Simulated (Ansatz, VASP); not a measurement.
# Mg3Te2O in VASP and in Ansatz

```xyz
6
Lattice="4.4262 0.0000 0.0000 0.0000 4.4262 0.0000 0.0000 0.0000 7.1961" Properties=species:S:1:pos:R:3 pbc="T T T"
Mg    2.2131    0.0000    4.4786
Mg    0.0000    2.2131    4.4786
Mg    2.2131    2.2131    2.1709
Te    2.2131    0.0000    0.2557
Te    0.0000    2.2131    0.2557
O     0.0000    0.0000    4.3498
```

Alike in both runs: functional PBE; k mesh 4 × 4 × 2; occupations gaussian, width 0.1 eV; no spin polarisation.

Ansatz relaxed the structure, and its values are those at the end. VASP's run is a single point on that final structure, the one shown.

```csv
,VASP,Ansatz
version,VASP 6.6.1,Ansatz 0.2.0
potentials or method,"VASP PAW PBE potentials, release 64 (Mg, Te, O), cutoff 520 eV","scalar-relativistic, plane waves, PAW"
valence electrons in the cell,24,68
```

```tsv
	VASP	Ansatz	Ansatz less VASP
gap on the k mesh at the Fermi level (eV)	none	none	-
pressure (GPa)	-0.1	0.1	+0.13
rms of the force components (eV/Å)	0.003	0.003	+0.0001
```

A gap of «none» marks a metal or a gap that the smearing closes. VASP's potentials hold 24 valence electrons a cell and Ansatz's 68, so a difference there can come from the potentials and not from the codes.

The k mesh is coarse, so the values compare programs but aren't converged. Neither program's run includes spin-orbit coupling.
